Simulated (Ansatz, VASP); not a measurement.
One calculation of Al2Cu, two programs

```
CELL_PARAMETERS angstrom
-2.93660 2.93660 2.46210
2.93660 -2.93660 2.46210
2.93660 2.93660 -2.46210
ATOMIC_POSITIONS crystal
Al 0.15932 0.65932 0.81864
Al 0.65932 0.84068 0.50000
Al 0.84068 0.34068 0.18136
Al 0.34068 0.15932 0.50000
Cu 0.75000 0.75000 0.00000
Cu 0.25000 0.25000 0.00000
```

Alike in both runs: task single point; functional PBEsol; k mesh 10 × 10 × 10; occupations gaussian, width 0.15 eV; no spin polarisation.

|  | VASP | Ansatz |
| --- | --- | --- |
| version | VASP 6.6.1 | Ansatz 0.2.0 |
| potentials or method | VASP PAW PBE potentials, release 64 (Al, Cu), cutoff 520 eV | scalar-relativistic, plane waves, PAW |
| valence electrons in the cell | 34 | 50 |

Ansatz gave:

* gap on the k mesh at the Fermi level (eV): none
* pressure (GPa): 2.5
* traceless stress, the component that is largest in VASP (GPa): -3.85
* rms of the force components (eV/Å): 0.052

Task: Which values does VASP return?

Result: gap on the k mesh at the Fermi level (eV): none; pressure (GPa): 2.7; traceless stress, the component that is largest in VASP (GPa): -3.80; rms of the force components (eV/Å): 0.052.

VASP's potentials were made for PBE, not for PBEsol, and Ansatz warns of the same on its side. Atom by atom the forces differ by 0.001 eV/Å (rms over components). A gap of «none» marks a metal or a gap that the smearing closes. VASP's potentials hold 34 valence electrons a cell and Ansatz's 50, so a difference there can come from the potentials and not from the codes.
